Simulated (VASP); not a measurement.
# BaZrO3 (Pm-3m) in VASP: further runs

The runs below take BaZrO3 through single point, with PBE.

Everything below comes from runs of VASP 6.6.1. Logs are shortened: lines on timing, memory, paths and dates and some standing lists are left out, and cuts for length are marked.

## Step 1: The cell of the first run

The structure is cubic, space group Pm-3m (No. 221). Conventional cell: a = 4.227 Å, b = 4.227 Å, c = 4.227 Å, α = 90.00°, β = 90.00°, γ = 90.00°. Within 3.9 Å of Ba (site symmetry m-3m) lie 12 O at 2.99 Å and 8 Zr at 3.66 Å. Zr (site symmetry m-3m) has 6 O at 2.11 Å within 2.8 Å. Within 2.8 Å of O (site symmetry 4/mmm) lie 2 Zr at 2.11 Å.

## Step 2: Single point, PBE

Input file INCAR:

```
SYSTEM = BaZrO3
ALGO = Normal
EDIFF = 1E-7
ENCUT = 520
GGA = PE
ISIF = 2
ISMEAR = 0
LASPH = .True.
LCHARG = .False.
LREAL = Auto
LWAVE = .False.
NBANDS = 186
NELM = 100
PREC = Accurate
SIGMA = 0.01
```

Input file KPOINTS:

```
Automatic mesh
0
Gamma
  2 2 2
  0.5 0.5 0.5
```

Input file POSCAR:

```
BaZrO3
1.0
    8.4536236493      0.0000000000      0.0000000000
    0.0000000000      0.0000000000     -8.4536236493
    0.0000000000      8.4536236493      0.0000000000
Ba Zr O
8 8 24
Direct
    0.0000000000      0.0000000000      0.5000000000
    0.0000000000      0.5000000000      0.5000000000
    0.0000000000      0.0000000000      0.0000000000
    0.0000000000      0.5000000000      0.0000000000
    0.5000000000      0.0000000000      0.5000000000
    0.5000000000      0.5000000000      0.5000000000
    0.5000000000      0.0000000000      0.0000000000
    0.5000000000      0.5000000000      0.0000000000
    0.2500000000      0.2500000000      0.2500000000
    0.2500000000      0.7500000000      0.2500000000
    0.2500000000      0.2500000000      0.7500000000
    0.2500000000      0.7500000000      0.7500000000
    0.7500000000      0.2500000000      0.2500000000
    0.7500000000      0.7500000000      0.2500000000
    0.7500000000      0.2500000000      0.7500000000
    0.7500000000      0.7500000000      0.7500000000
    0.2500000000      0.2500000000      0.0000000000
    0.2500000000      0.7500000000      0.0000000000
    0.2500000000      0.2500000000      0.5000000000
    0.2500000000      0.7500000000      0.5000000000
    0.7500000000      0.2500000000      0.0000000000
    0.7500000000      0.7500000000      0.0000000000
    0.7500000000      0.2500000000      0.5000000000
    0.7500000000      0.7500000000      0.5000000000
    0.2500000000      0.5000000000      0.2500000000
    0.2500000000      1.0000000000      0.2500000000
    0.2500000000      0.5000000000      0.7500000000
    0.2500000000      1.0000000000      0.7500000000
    0.7500000000      0.5000000000      0.2500000000
    0.7500000000      1.0000000000      0.2500000000
    0.7500000000      0.5000000000      0.7500000000
    0.7500000000      1.0000000000      0.7500000000
    0.5000000000      0.2500000000      0.2500000000
    0.5000000000      0.7500000000      0.2500000000
    0.5000000000      0.2500000000      0.7500000000
    0.5000000000      0.7500000000      0.7500000000
    0.0000000000      0.2500000000      0.2500000000
    0.0000000000      0.7500000000      0.2500000000
    0.0000000000      0.2500000000      0.7500000000
    0.0000000000      0.7500000000      0.7500000000
```

Potentials or basis: VASP PAW PBE potentials, release 64 (Ba_sv, Zr_sv, O).

On the command line:

```sh
$ cat potpaw_PBE.64/Ba_sv/POTCAR potpaw_PBE.64/Zr_sv/POTCAR potpaw_PBE.64/O/POTCAR > POTCAR
$ mpirun -np 1 vasp_std > vasp.out
```

OUTCAR:

```text
SYSTEM = BaZrO3
   EDIFF = 1E-7
   ENCUT = 520
   GGA = PE
   ISIF = 2
   ISMEAR = 0
   LASPH = .True.
   LREAL = Auto
   NELM = 100
   PREC = Accurate

 ion  position               nearest neighbor table
   1  0.000  0.000  0.500-  19 2.99  20 2.99  23 2.99  24 2.99  26 2.99  28 2.99  30 2.99  32 2.99
                            37 2.99  38 2.99  39 2.99  40 2.99  13 3.66  14 3.66  15 3.66  16 3.66
   2  0.000  0.500  0.500-  19 2.99  20 2.99  23 2.99  24 2.99  25 2.99  27 2.99  29 2.99  31 2.99
                            37 2.99  38 2.99  39 2.99  40 2.99  13 3.66  14 3.66  15 3.66  16 3.66
   3  0.000  0.000  0.000-  17 2.99  18 2.99  21 2.99  22 2.99  26 2.99  28 2.99  30 2.99  32 2.99
                            37 2.99  38 2.99  39 2.99  40 2.99  13 3.66  14 3.66  15 3.66  16 3.66
   4  0.000  0.500  0.000-  17 2.99  18 2.99  21 2.99  22 2.99  25 2.99  27 2.99  29 2.99  31 2.99
                            37 2.99  38 2.99  39 2.99  40 2.99  13 3.66  14 3.66  15 3.66  16 3.66
   5  0.500  0.000  0.500-  19 2.99  20 2.99  23 2.99  24 2.99  26 2.99  28 2.99  30 2.99  32 2.99
                            33 2.99  34 2.99  35 2.99  36 2.99  13 3.66  14 3.66  15 3.66  16 3.66
   6  0.500  0.500  0.500-  19 2.99  20 2.99  23 2.99  24 2.99  25 2.99  27 2.99  29 2.99  31 2.99
                            33 2.99  34 2.99  35 2.99  36 2.99  13 3.66  14 3.66  15 3.66  16 3.66
   7  0.500  0.000  0.000-  17 2.99  18 2.99  21 2.99  22 2.99  26 2.99  28 2.99  30 2.99  32 2.99
                            33 2.99  34 2.99  35 2.99  36 2.99  13 3.66  14 3.66  15 3.66  16 3.66
   8  0.500  0.500  0.000-  17 2.99  18 2.99  21 2.99  22 2.99  25 2.99  27 2.99  29 2.99  31 2.99
                            33 2.99  34 2.99  35 2.99  36 2.99  13 3.66  14 3.66  15 3.66  16 3.66
   9  0.250  0.250  0.250-  17 2.11  19 2.11  25 2.11  26 2.11  33 2.11  37 2.11   7 3.66   8 3.66
                             1 3.66   2 3.66   3 3.66   4 3.66   5 3.66   6 3.66
  10  0.250  0.750  0.250-  18 2.11  20 2.11  25 2.11  26 2.11  34 2.11  38 2.11   7 3.66   8 3.66
                             1 3.66   2 3.66   3 3.66   4 3.66   5 3.66   6 3.66
  11  0.250  0.250  0.750-  17 2.11  19 2.11  27 2.11  28 2.11  35 2.11  39 2.11   7 3.66   8 3.66
                             1 3.66   2 3.66   3 3.66   4 3.66   5 3.66   6 3.66
[... 32 lines left out ...]
  39  0.000  0.250  0.750-  11 2.11  15 2.11   3 2.99   4 2.99   1 2.99   2 2.99
  40  0.000  0.750  0.750-  12 2.11  16 2.11   3 2.99   4 2.99   1 2.99   2 2.99

  LATTYP: Found a simple cubic cell.
 ALAT       =     8.4536236493

  Lattice vectors:

 A1 = (   8.4536236493,   0.0000000000,   0.0000000000)
 A2 = (   0.0000000000,   0.0000000000,  -8.4536236493)
 A3 = (   0.0000000000,   8.4536236493,   0.0000000000)

Analysis of symmetry for initial positions (statically):
=====================================================================
 Subroutine PRICEL returns following result:

  LATTYP: Found a simple cubic cell.
 ALAT       =     4.2268118247

  Lattice vectors:

 A1 = (   4.2268118247,   0.0000000000,   0.0000000000)
 A2 = (   0.0000000000,   0.0000000000,  -4.2268118247)
 A3 = (   0.0000000000,   4.2268118247,   0.0000000000)

   8 primitive cells build up your supercell.

 Routine SETGRP: Setting up the symmetry group for a
 simple cubic supercell.

 Subroutine GETGRP returns: Found 48 space group operations
 (whereof 48 operations were pure point group operations)
 out of a pool of 48 trial point group operations.

The static configuration has the point symmetry O_h .

Analysis of symmetry for dynamics (positions and initial velocities):
=====================================================================
 Subroutine PRICEL returns following result:

  LATTYP: Found a simple cubic cell.
 ALAT       =     4.2268118247

  Lattice vectors:

 A1 = (   4.2268118247,   0.0000000000,   0.0000000000)
 A2 = (   0.0000000000,   0.0000000000,  -4.2268118247)
 A3 = (   0.0000000000,   4.2268118247,   0.0000000000)

   8 primitive cells build up your supercell.

 Routine SETGRP: Setting up the symmetry group for a
 simple cubic supercell.

 Subroutine GETGRP returns: Found 48 space group operations
 (whereof 48 operations were pure point group operations)
 out of a pool of 48 trial point group operations.

The dynamic configuration has the point symmetry O_h .

 Subroutine INISYM returns: Found 48 space group operations
 (whereof 48 operations are pure point group operations),
 and found     8 'primitive' translations

----------------------------------------------------------------------------------------

                                     Primitive cell

  volume of cell :      75.5160

  direct lattice vectors                    reciprocal lattice vectors
     4.226811825  0.000000000  0.000000000     0.236584935  0.000000000  0.000000000
     0.000000000  0.000000000 -4.226811825     0.000000000  0.000000000 -0.236584935
     0.000000000  4.226811825  0.000000000     0.000000000  0.236584935  0.000000000

  length of vectors
     4.226811825  4.226811825  4.226811825     0.236584935  0.236584935  0.236584935

  position of ions in fractional coordinates (direct lattice)
     0.000000000  0.000000000  0.000000000
     0.500000000  0.500000000  0.500000000
     0.500000000  0.500000000  0.000000000
     0.500000000  0.000000000  0.500000000
     0.000000000  0.500000000  0.500000000

  ion indices of the primitive-cell ions
   primitive index   ion index
                 1           1
                 2           9
                 3          19
                 4          26
                 5          37

----------------------------------------------------------------------------------------

 KPOINTS: Automatic mesh

Automatic generation of k-mesh.
 Grid dimensions read from file:
 generate k-points for:    2    2    2

 Generating k-lattice:

  Cartesian coordinates                     Fractional coordinates (reciprocal lattice)
     0.059146234  0.000000000  0.000000000     0.500000000  0.000000000  0.000000000
     0.000000000  0.000000000 -0.059146234     0.000000000  0.500000000  0.000000000
     0.000000000  0.059146234  0.000000000     0.000000000  0.000000000  0.500000000

  Length of vectors
     0.059146234  0.059146234  0.059146234

  Shift w.r.t. Gamma in fractional coordinates (k-lattice)
     0.500000000  0.500000000  0.500000000

 Subroutine IBZKPT returns following result:
 ===========================================

 Found      1 irreducible k-points:

 Following reciprocal coordinates:
            Coordinates               Weight
  0.250000  0.250000  0.250000      8.000000
   k-points           NKPTS =      1   k-points in BZ     NKDIM =      1   number of bands    NBANDS=    186
   number of dos      NEDOS =    301   number of ions     NIONS =     40
   total plane-waves  NPLWV = 262144
   dimension x,y,z NGX =    64 NGY =   64 NGZ =   64
   dimension x,y,z NGXF=   128 NGYF=  128 NGZF=  128
   ions per type =               8   8  24
   NGX,Y,Z   is equivalent  to a cutoff of  12.59, 12.59, 12.59 a.u.
   NGXF,Y,Z  is equivalent  to a cutoff of  25.17, 25.17, 25.17 a.u.
 SYSTEM =  BaZrO3
   PREC   = accura    normal or accurate (medium, high low for compatibility)
   ISTART =      0    job   : 0-new  1-cont  2-samecut
   ICHARG =      2    charge: 1-file 2-atom 10-const
   ISPIN  =      1    spin polarized calculation?
   LNONCOLLINEAR =      F non collinear calculations
   LSORBIT =      F    spin-orbit coupling
   LASPH  =      T    aspherical Exc in radial PAW
   ENCUT  =  520.0 eV  38.22 Ry    6.18 a.u.  15.72 15.72 15.72*2*pi/ulx,y,z
   NELM   =    100;   NELMIN=  2; NELMDL= -5     # of ELM steps
   EDIFF  = 0.1E-06   stopping-criterion for ELM
   LREAL  =      T    real-space projection
   EDIFFG = 0.1E-05   stopping-criterion for IOM
   NSW    =      0    number of steps for IOM
   IBRION =     -1    ionic relax: 0-MD 1-quasi-New 2-CG
   NFREE  =      0    steps in history (QN), initial steepest desc. (CG)
   ISIF   =      2    stress and relaxation
   ISYM   =      2    0-nonsym 1-usesym 2-fastsym
   POTIM  = 0.5000    time-step for ionic-motion
   TEBEG  =    0.0;   TEEND  =   0.0 temperature during run
   PSTRESS=    0.0 pullay stress
   NELECT =     320.0000    total number of electrons
   NUPDOWN=      -1.0000    fix difference up-down
   EMIN   =  10.00;   EMAX   =-10.00  energy-range for DOS
   EFERMI =   0.00;   METHOD = LEGACY
   ISMEAR =     0;   SIGMA  =   0.01  broadening in eV -4-tet -1-fermi 0-gaus
   EFERMI_NEDOS =   21; number of points for ismear=-14 and -15
   IALGO  =     38    algorithm
   IMIX   =      4    mixing-type and parameters
     AMIX     =   0.40;   BMIX     =  1.00
     AMIX_MAG =   1.60;   BMIX_MAG =  1.00
  volume/ion in A,a.u.               =      15.10       101.92
  Fermi-wavevector in a.u.,A,eV,Ry     =   1.324591  2.503115 23.871996  1.754542
  Thomas-Fermi vector in A             =   2.454115
   LORBIT       =      0    0 simple, 1 ext, 2 COOP (PROOUT), +10 PAW based schemes
   GGA     = PE    functional components
   LHFCALC =     F    Hartree Fock is set to
   AEXX    =    0.0000 exact exchange contribution
   IVDW    =     0    specifies the selected vdW correction
   LEPSILON=     F    determine dielectric tensor
   LRPA    =     F    only Hartree local field effects (RPA)
 non-spin polarized calculation
 Gauss-broadening in eV      SIGMA  =   0.01
  energy-cutoff  :      520.00
  volume of cell :      604.13
 maximum number of plane-waves:     16257
 NGX is ok and might be reduce to    64
   NGX = 31   NGY = 31   NGZ = 31

 number of electron     319.9999888 magnetization

 Free energy of the ion-electron system (eV)
  ---------------------------------------------------
  ext. energy  EPLUGINS =         0.00000000
  ---------------------------------------------------
  free energy    TOTEN  =      -333.87328086 eV

  energy without entropy =     -333.87328086  energy(sigma->0) =     -333.87328086

 E-fermi :   3.5176     XC(G=0): -10.6439

 val. band max:        3.4554450611   @ k =   0.2500   0.2500   0.2500
 cond. band min:       7.3759720561   @ k =   0.2500   0.2500   0.2500
 fundamental gap:      3.9205269950
 Fermi energy:         3.5175580104

 k-point     1 :       0.2500    0.2500    0.2500
  band No.  band energies     occupation
      1     -43.5568      2.00000
      2     -43.5548      2.00000
      3     -43.5548      2.00000
      4     -43.5548      2.00000
      5     -43.5528      2.00000
      6     -43.5528      2.00000
[... 164 lines left out ...]
    171       8.8459      0.00000
    172       8.8459      0.00000
 [bands above 172 left out]

------------------------ aborting loop because EDIFF is reached ----------------------------------------

  FORCE on cell =-STRESS in cart. coord.  units (eV):
  Direction    XX          YY          ZZ          XY          YZ          ZX
  --------------------------------------------------------------------------------------
  -------------------------------------------------------------------------------------
  Total        3.7119074      3.7119074      3.7119074      0.0000000      0.0000000     -0.0000000
  in kB        9.8441674      9.8441674      9.8441674      0.0000000      0.0000000     -0.0000000
  external PRESSURE =       9.8441674 kB  Pullay stress =       0.0000000 kB

 VOLUME and BASIS-vectors are now :
 -----------------------------------------------------------------------------
  energy-cutoff  :      520.00
  volume of cell :      604.13
      direct lattice vectors                 reciprocal lattice vectors
     8.453623649  0.000000000  0.000000000     0.118292467  0.000000000  0.000000000
     0.000000000  0.000000000 -8.453623649     0.000000000  0.000000000 -0.118292467
     0.000000000  8.453623649  0.000000000     0.000000000  0.118292467  0.000000000

 POSITION                                       TOTAL-FORCE (eV/Angst)
 -----------------------------------------------------------------------------------
      0.00000      4.22681      0.00000         0.000000      0.000000      0.000000
      0.00000      4.22681     -4.22681         0.000000     -0.000000     -0.000000
      0.00000      0.00000      0.00000         0.000000     -0.000000      0.000000
      0.00000      0.00000     -4.22681         0.000000      0.000000     -0.000000
      4.22681      4.22681      0.00000         0.000000      0.000000     -0.000000
      4.22681      4.22681     -4.22681         0.000000      0.000000     -0.000000
[... 32 lines left out ...]
      0.00000      6.34022     -2.11341        -0.000000      0.000000     -0.000000
      0.00000      6.34022     -6.34022        -0.000000      0.000000     -0.000000
 -----------------------------------------------------------------------------------
    total drift:                                0.000000      0.000000     -0.000000

  FREE ENERGIE OF THE ION-ELECTRON SYSTEM (eV)
  ---------------------------------------------------
  free  energy   TOTEN  =      -333.8732808596 eV

  energy  without entropy=     -333.8732808596  energy(sigma->0) =     -333.87328086
```

Run time: 4.2 min. Hardware: 1 thread of Intel Xeon 6975P-C (Granite Rapids), shared host; peak memory 0.58 GiB.

What came out:

```yaml
Free_energy: -333.8733 eV
Pressure: 1.0 GPa
Band_gap_on_the_k_mesh: 3.92 eV
```

Caveat: spin-orbit coupling is left out, which moves the levels of the heavy elements. A k mesh can miss the band edges.

## Step 3: Single point, PBE (equal strain along all axes, cell held: -4.5 %)

Input file INCAR:

```
SYSTEM = BaZrO3
PREC = Accurate ; ENCUT = 520
EDIFF = 1E-7 ; ISMEAR = 0
SIGMA = 0.02 ; LREAL = .False.
LASPH = .True. ; NELM = 60
ALGO = Normal ; ISIF = 2
LWAVE = .False. ; LCHARG = .False.
GGA = PE ; NBANDS = 28
```

Input file KPOINTS:

```
Automatic mesh
0
Gamma
  6 6 6
  0 0 0
```

Input file POSCAR:

```
BaZrO3
1.0
    4.0366052927      0.0000000000      0.0000000000
    0.0000000000      4.0366052927      0.0000000000
    0.0000000000      0.0000000000      4.0366052927
Ba Zr O
1 1 3
Direct
    0.0000000000      0.0000000000      0.0000000000
    0.5000000000      0.5000000000      0.5000000000
    0.5000000000      0.0000000000      0.5000000000
    0.5000000000      0.5000000000      0.0000000000
    0.0000000000      0.5000000000      0.5000000000
```

Potentials or basis: VASP PAW PBE potentials, release 64 (Ba_sv, Zr_sv, O).

On the command line:

```sh
$ cat potpaw_PBE.64/Ba_sv/POTCAR potpaw_PBE.64/Zr_sv/POTCAR potpaw_PBE.64/O/POTCAR > POTCAR
$ mpirun -np 1 vasp_std > vasp.out
```

Wall time 23 s (1 thread of Intel Xeon Platinum 8488C (Sapphire Rapids), shared host); peak memory 0.19 GiB.

The run converged. Its results:

```
Free energy            : -40.8794 eV
Pressure               : 29.8 GPa
Band gap on the k mesh : 3.41 eV, indirect (least direct gap 3.46 eV)
```

Levels at points of the mesh, in eV from the valence-band top:
| k point | band 16 | band 17 | band 18 | band 19 | band 20 | band 21 | band 22 | band 23 | band 24 | band 25 |
| --- | --- | --- | --- | --- | --- | --- | --- | --- | --- | --- |
| (0.00, 0.00, 0.00) | -1.16 | -1.16 | -0.05 | -0.05 | -0.05 | 3.41 | 3.41 | 3.41 | 4.78 | 4.78 |
| (0.50, 0.00, 0.00) | -1.91 | -1.88 | -1.88 | -0.22 | -0.22 | 3.98 | 6.48 | 6.48 | 6.87 | 7.28 |
| (0.50, 0.50, 0.00) | -2.78 | -0.90 | -0.90 | -0.44 | -0.09 | 6.43 | 6.43 | 7.08 | 7.19 | 8.60 |
| (0.50, 0.50, 0.50) | -2.56 | -2.56 | 0.00 | 0.00 | 0.00 | 6.44 | 6.44 | 6.44 | 8.03 | 8.03 |

Caveat: the cell differs from its parent crystal (equal strain along all axes, cell held: -4.5 %); spin-orbit coupling is left out, which moves the levels of the heavy elements.

(Continued in part 2 of 2.)
